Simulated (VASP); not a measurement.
## Re: single point with PBE

Re:

```
Re
1.0
     2.76080    0.00000    0.00000
    -1.38040    2.39092    0.00000
     0.00000    0.00000    4.45820
Re
2
Direct
  0.33333 0.66667 0.25000
  0.66667 0.33333 0.75000
```

```json
{
  "Program": "VASP 6.6.1",
  "Task": "single point",
  "Functional": "PBE",
  "Potentials or basis": "VASP PAW PBE potentials, release 64 (Re)",
  "Cutoff": "600 eV",
  "k mesh": "10 × 10 × 5",
  "Occupations": "methfessel-paxton, width 0.1 eV",
  "Spin": "no spin polarisation"
}
```

```yaml
Pressure: 5.4 GPa
Band_gap_on_the_k_mesh: zero (bands 7 and 8 overlap by 2.83 eV)
```

Stress tensor (GPa, compression positive):
```
5.78 0.00 0.00
0.00 5.78 0.00
0.00 0.00 4.73
```

Levels at points of the mesh, in eV from the Fermi level:
| k point | band 5 | band 6 | band 7 | band 8 | band 9 | band 10 |
| --- | --- | --- | --- | --- | --- | --- |
| (0.00, 0.00, 0.00) | -1.52 | -0.68 | -0.68 | 0.24 | 0.24 | 0.67 |
| (0.50, 0.00, 0.00) | -1.68 | -1.32 | -0.54 | 4.03 | 4.43 | 4.56 |

It took 14 s on 1 thread of Intel(R) Xeon(R) Platinum 8488C (Sapphire Rapids), with other jobs on the host, peak memory 0.16 GiB.

Caveat: the cell stands under pressure; spin-orbit coupling is left out, which moves the levels of the heavy elements.
